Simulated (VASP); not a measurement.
# CaO (Lime) (Fm-3m) in VASP: settings compared

Aim: see how the results for CaO (Lime) move with the level of theory and the settings. Levels: PBE, r2SCAN. Tasks: single point.

Program: VASP 6.6.1. These are calculated values, not measurements. Logs are shortened: lines on timing, memory, paths and dates and some standing lists are left out, and cuts for length are marked.

## 1. The cell of the first run

It takes space group Fm-3m (No. 225, cubic). The conventional cell has a = 4.795 Å, b = 4.795 Å, c = 4.795 Å, α = 90.00°, β = 90.00°, γ = 90.00°. Ca (site symmetry m-3m) has 6 O at 2.40 Å within 3.2 Å. Within 3.2 Å of O (site symmetry m-3m) lie 6 Ca at 2.40 Å.

## 2. Single point, PBE

The input, INCAR:

```
ALGO = Normal
EDIFF = 1E-6
ENCUT = 520
GGA = PE
ISIF = 2
ISMEAR = 0
LASPH = T
LCHARG = F
LREAL = F
LWAVE = F
NBANDS = 15
NELM = 60
PREC = Accurate
SIGMA = 0.01
```

The input, KPOINTS:

```
k-points
0
Gamma
  6 6 6
```

The input, POSCAR:

```
CaO
1.0
    0.0000000000      2.3975473907      2.3975473907
    2.3975473907      0.0000000000      2.3975473907
    2.3975473907      2.3975473907      0.0000000000
Ca O
1 1
Direct
    0.0000000000      0.0000000000      0.0000000000
    0.5000000000      0.5000000000      0.5000000000
```

Potentials or basis: VASP PAW PBE potentials, release 64 (Ca_sv, O).

Launch:

```sh
$ cat potpaw_PBE.64/Ca_sv/POTCAR potpaw_PBE.64/O/POTCAR > POTCAR
$ mpirun -np 1 vasp_std > vasp.out
```

OUTCAR:

```text
EDIFF = 1E-6
   ENCUT = 520
   GGA = PE
   ISIF = 2
   ISMEAR = 0
   LASPH = T
   LREAL = F
   NELM = 60
   PREC = Accurate

 ion  position               nearest neighbor table
   1  0.000  0.000  0.000-   2 2.40   2 2.40   2 2.40   2 2.40   2 2.40   2 2.40
   2  0.500  0.500  0.500-   1 2.40   1 2.40   1 2.40   1 2.40   1 2.40   1 2.40

  LATTYP: Found a face centered cubic cell.
 ALAT       =     4.7950947814

  Lattice vectors:

 A1 = (   0.0000000000,   2.3975473907,   2.3975473907)
 A2 = (   2.3975473907,   0.0000000000,   2.3975473907)
 A3 = (   2.3975473907,   2.3975473907,   0.0000000000)

Analysis of symmetry for initial positions (statically):
=====================================================================
 Subroutine PRICEL returns:
 Original cell was already a primitive cell.

 Routine SETGRP: Setting up the symmetry group for a
 face centered cubic supercell.

 Subroutine GETGRP returns: Found 48 space group operations
 (whereof 48 operations were pure point group operations)
 out of a pool of 48 trial point group operations.

The static configuration has the point symmetry O_h .

Analysis of symmetry for dynamics (positions and initial velocities):
=====================================================================
 Subroutine PRICEL returns:
 Original cell was already a primitive cell.

 Routine SETGRP: Setting up the symmetry group for a
 face centered cubic supercell.

 Subroutine GETGRP returns: Found 48 space group operations
 (whereof 48 operations were pure point group operations)
 out of a pool of 48 trial point group operations.

The dynamic configuration has the point symmetry O_h .

 Subroutine INISYM returns: Found 48 space group operations
 (whereof 48 operations are pure point group operations),
 and found     1 'primitive' translations

----------------------------------------------------------------------------------------

                                     Primitive cell

  volume of cell :      27.5633

  direct lattice vectors                    reciprocal lattice vectors
     0.000000000  2.397547391  2.397547391    -0.208546451  0.208546451  0.208546451
     2.397547391  0.000000000  2.397547391     0.208546451 -0.208546451  0.208546451
     2.397547391  2.397547391  0.000000000     0.208546451  0.208546451 -0.208546451

  length of vectors
     3.390644036  3.390644036  3.390644036     0.361213049  0.361213049  0.361213049

  position of ions in fractional coordinates (direct lattice)
     0.000000000  0.000000000  0.000000000
[... 79 lines left out ...]
   PSTRESS=    0.0 pullay stress
   NELECT =      16.0000    total number of electrons
   NUPDOWN=      -1.0000    fix difference up-down
   EMIN   =  10.00;   EMAX   =-10.00  energy-range for DOS
   EFERMI =   0.00;   METHOD = LEGACY
   ISMEAR =     0;   SIGMA  =   0.01  broadening in eV -4-tet -1-fermi 0-gaus
   EFERMI_NEDOS =   21; number of points for ismear=-14 and -15
   IALGO  =     38    algorithm
   IMIX   =      4    mixing-type and parameters
     AMIX     =   0.40;   BMIX     =  1.00
     AMIX_MAG =   1.60;   BMIX_MAG =  1.00
  volume/ion in A,a.u.               =      13.78        93.00
  Fermi-wavevector in a.u.,A,eV,Ry     =   1.365644  2.580694 25.374656  1.864985
  Thomas-Fermi vector in A             =   2.491855
   LORBIT       =      0    0 simple, 1 ext, 2 COOP (PROOUT), +10 PAW based schemes
   GGA     = PE    functional components
   LHFCALC =     F    Hartree Fock is set to
   AEXX    =    0.0000 exact exchange contribution
   IVDW    =     0    specifies the selected vdW correction
   LEPSILON=     F    determine dielectric tensor
   LRPA    =     F    only Hartree local field effects (RPA)
 non-spin polarized calculation
 Gauss-broadening in eV      SIGMA  =   0.01
  energy-cutoff  :      520.00
  volume of cell :       27.56
 maximum number of plane-waves:       754
 NGX is ok and might be reduce to    28
   NGX = 13   NGY = 13   NGZ = 13

 number of electron      15.9999997 magnetization

 Free energy of the ion-electron system (eV)
  ---------------------------------------------------
  ext. energy  EPLUGINS =         0.00000000
  ---------------------------------------------------
  free energy    TOTEN  =       -12.79763419 eV

  energy without entropy =      -12.79763419  energy(sigma->0) =      -12.79763419

 E-fermi :   2.5638     XC(G=0): -10.5097

 val. band max:        2.3908145797   @ k =   0.0000   0.0000   0.0000
 cond. band min:       6.0236184737   @ k =   0.5000   0.5000   0.0000
 fundamental gap:      3.6328038940
 Fermi energy:         2.5638409941

 k-point     1 :       0.0000    0.0000    0.0000
  band No.  band energies     occupation
      1     -35.2180      2.00000
      2     -15.9767      2.00000
      3     -15.9767      2.00000
      4     -15.9767      2.00000
      5     -13.1552      2.00000
      6       2.3908      2.00000
      7       2.3908      2.00000
      8       2.3908      2.00000
      9       7.1612      0.00000
     10       8.6329      0.00000
     11       8.6329      0.00000
     12       8.6329      0.00000
     13      10.1489      0.00000
     14      10.1489      0.00000
[... 257 lines left out ...]
      2     -16.4991      2.00000
      3     -16.3699      2.00000
      4     -16.3076      2.00000
      5     -12.6123      2.00000
      6       1.1806      2.00000
      7       1.3089      2.00000
      8       1.5813      2.00000
      9       7.4236      0.00000
     10      10.0932      0.00000
     11      10.7770      0.00000
     12      11.9762      0.00000
     13      12.1395      0.00000
     14      15.3883      0.00000
     15      16.1373      0.00000

------------------------ aborting loop because EDIFF is reached ----------------------------------------

  FORCE on cell =-STRESS in cart. coord.  units (eV):
  Direction    XX          YY          ZZ          XY          YZ          ZX
  --------------------------------------------------------------------------------------
  -------------------------------------------------------------------------------------
  Total        0.5255342      0.5255342      0.5255342     -0.0000000      0.0000000     -0.0000000
  in kB       30.5478020     30.5478020     30.5478020     -0.0000000      0.0000000     -0.0000000
  external PRESSURE =      30.5478020 kB  Pullay stress =       0.0000000 kB

 VOLUME and BASIS-vectors are now :
 -----------------------------------------------------------------------------
  energy-cutoff  :      520.00
  volume of cell :       27.56
      direct lattice vectors                 reciprocal lattice vectors
     0.000000000  2.397547391  2.397547391    -0.208546451  0.208546451  0.208546451
     2.397547391  0.000000000  2.397547391     0.208546451 -0.208546451  0.208546451
     2.397547391  2.397547391  0.000000000     0.208546451  0.208546451 -0.208546451

 POSITION                                       TOTAL-FORCE (eV/Angst)
 -----------------------------------------------------------------------------------
      0.00000      0.00000      0.00000        -0.000000     -0.000000     -0.000000
      2.39755      2.39755      2.39755         0.000000      0.000000      0.000000
 -----------------------------------------------------------------------------------
    total drift:                                0.000000      0.000000      0.000000

  FREE ENERGIE OF THE ION-ELECTRON SYSTEM (eV)
  ---------------------------------------------------
  free  energy   TOTEN  =       -12.7976341887 eV

  energy  without entropy=      -12.7976341887  energy(sigma->0) =      -12.79763419
```

It took 5.4 s on 1 thread of Intel Xeon 6975P-C (Granite Rapids), shared host; peak memory 0.15 GiB.

Results:

```
Free energy            : -12.7976 eV
Pressure               : 3.1 GPa
Band gap on the k mesh : 3.63 eV, indirect (least direct gap 4.01 eV)
```

A k mesh can miss the band edges.

## 3. Single point, PBE

The input, INCAR:

```
SYSTEM = CaO
PREC     = Accurate       ! precision mode
ENCUT    = 520            ! plane-wave cutoff, eV
EDIFF    = 1E-6           ! SCF threshold, eV
ISMEAR   = 0              ! smearing method
SIGMA    = 0.01           ! smearing width, eV
LREAL    = .FALSE.        ! projectors in reciprocal space
LASPH    = .TRUE.         ! aspherical terms in the spheres
NELM     = 80             ! most SCF steps
ALGO     = Normal         ! electronic algorithm
ISIF     = 2              ! what is computed and relaxed
LWAVE    = .FALSE.        ! write WAVECAR
LCHARG   = .FALSE.        ! write CHGCAR
GGA      = PE             ! functional
NBANDS   = 15             ! bands
```

The input, KPOINTS:

```
Automatic mesh
0
G
  6 6 6
  0 0 0
```

POSCAR is that of step 2.

Potentials or basis: VASP PAW PBE potentials, release 64 (Ca_sv, O).

Launch:

```sh
$ cat potpaw_PBE.64/Ca_sv/POTCAR potpaw_PBE.64/O/POTCAR > POTCAR
$ mpirun -np 1 vasp_std > vasp.out
```

It took 5.4 s on 1 thread of Intel Xeon 6975P-C (Granite Rapids), shared host; peak memory 0.15 GiB.

It converged, with:

```
Free energy            : -12.7976 eV
Pressure               : 3.1 GPa
Band gap on the k mesh : 3.63 eV, indirect (least direct gap 4.01 eV)
```

Levels at points of the mesh, in eV from the valence-band top:
```csv
k point,band 4,band 5,band 6,band 7,band 8,band 9,band 10,band 11,band 12,band 13
"(0.00, 0.00, 0.00)",-18.37,-15.55,0.00,0.00,0.00,4.77,6.24,6.24,6.24,7.76
"(0.50, 0.00, 0.00)",-18.42,-14.32,-2.66,-1.22,-1.22,7.08,8.39,8.39,8.56,10.48
"(0.50, 0.50, 0.00)",-18.60,-15.31,-1.30,-0.37,-0.37,3.63,8.10,8.93,9.58,9.58
```

A k mesh can miss the band edges. A hybrid or GW would open this gap; PBE tends to underestimate it.

## 4. Single point, r2SCAN

POSCAR is that of step 3.

The input, INCAR.step1:

```
SYSTEM = CaO
ALGO = Normal ; EDIFF = 1E-4
ENCUT = 520 ; GGA = PE
ISMEAR = 0 ; LASPH = .TRUE.
LCHARG = .FALSE. ; LREAL = .FALSE.
LWAVE = .TRUE. ; NBANDS = 15
NELM = 100 ; PREC = Accurate
SIGMA = 0.01
```

The input, INCAR.step2:

```
SYSTEM = CaO
ALGO = Normal ; EDIFF = 1E-7
ENCUT = 520 ; ISIF = 2
ISMEAR = 0 ; ISTART = 1
LASPH = .TRUE. ; LCHARG = .FALSE.
LMIXTAU = .TRUE. ; LREAL = .FALSE.
LWAVE = .FALSE. ; METAGGA = R2SCAN
NBANDS = 15 ; NELM = 100
PREC = Accurate ; SIGMA = 0.01
```

The input, KPOINTS:

```
k-points
0
G
  6 6 6
  0 0 0
```

Launch:

```sh
$ cat potpaw_PBE.64/Ca_sv/POTCAR potpaw_PBE.64/O/POTCAR > POTCAR
$ cp INCAR.step1 INCAR
$ mpirun -np 1 vasp_std > vasp.out
$ cp INCAR.step2 INCAR
$ mpirun -np 1 vasp_std > vasp.out
```

It took 25 s on 1 thread of Intel Xeon 6975P-C (Granite Rapids), shared host; peak memory 0.16 GiB.

Results (log left out):

```
Free energy            : -19.4530 eV
Pressure               : 1.1 GPa
Band gap on the k mesh : 4.19 eV, indirect (least direct gap 4.56 eV)
```

Levels at points of the mesh, in eV from the valence-band top:
```
           k point  band 4  band 5  band 6  band 7  band 8  band 9  band 10  band 11  band 12  band 13
(0.00, 0.00, 0.00)  -18.91  -16.49    0.00    0.00    0.00    5.49     6.87     6.87     6.87     8.48
(0.50, 0.00, 0.00)  -18.96  -15.18   -2.62   -1.21   -1.21    7.73     9.09     9.09     9.27    11.25
(0.50, 0.50, 0.00)  -19.15  -16.27   -1.29   -0.37   -0.37    4.19     8.82     9.67    10.28    10.28
```

Caveat: the PAW data sets were made with another functional, which shifts forces and pressure a little.

## 5. Single point, PBE

The input, INCAR:

```
PREC = Accurate ; ENCUT = 520
EDIFF = 1E-6 ; ISMEAR = 0
SIGMA = 0.01 ; LREAL = F
LASPH = T ; NELM = 100
ALGO = Normal ; ISIF = 2
LWAVE = F ; LCHARG = T
GGA = PE ; LELF = T
LVHAR = T ; NBANDS = 15
```

The input, KPOINTS:

```
Automatic mesh
0
Gamma
  8 8 8
```

POSCAR is that of step 4.

Launch:

```sh
$ cat potpaw_PBE.64/Ca_sv/POTCAR potpaw_PBE.64/O/POTCAR > POTCAR
$ mpirun -np 1 vasp_std > vasp.out
```

Run time: 7.2 s. Hardware: 1 thread of Intel Xeon 6975P-C (Granite Rapids), shared host; peak memory 0.16 GiB.

It converged, with:

- Free energy: -12.7977 eV
- Pressure: 3.1 GPa
- Band gap on the k mesh: 3.63 eV, indirect (least direct gap 4.01 eV)

Levels at points of the mesh, in eV from the valence-band top:
```tsv
k point	band 4	band 5	band 6	band 7	band 8	band 9	band 10	band 11	band 12	band 13
(0.00, 0.00, 0.00)	-18.37	-15.55	0.00	0.00	0.00	4.77	6.24	6.24	6.24	7.76
(0.50, 0.00, 0.00)	-18.42	-14.32	-2.66	-1.22	-1.22	7.08	8.39	8.39	8.56	10.48
(0.50, 0.50, 0.00)	-18.60	-15.31	-1.30	-0.37	-0.37	3.63	8.10	8.93	9.58	9.58
```

A k mesh can miss the band edges. As with any semilocal functional, this PBE gap is likely too small.

## 6. Overview

```tsv
level	k mesh	gap on the mesh (eV)	pressure (GPa)
PBE	6 × 6 × 6	3.63	3.1
r2SCAN	6 × 6 × 6	4.19	1.1
PBE	8 × 8 × 8	3.63	3.1
```

Alike in all rows: task single point; potentials or basis VASP PAW PBE potentials, release 64 (Ca_sv, O); no spin polarisation; cell as given; cutoff (eV) 520; smearing gaussian 0.01 eV.

On the cell as given the gap runs from 3.63 eV (PBE) to 4.19 eV (r2SCAN); the meshes differ, which moves gaps too. The pressure there spans 1.1 GPa (r2SCAN) to 3.1 GPa (PBE); a positive pressure means that this level wants a larger cell, a negative one a smaller.

Caveats: the PAW data sets were made with another functional, which shifts forces and pressure a little (some runs).

Absolute energies hang on the potentials; compare differences alone.
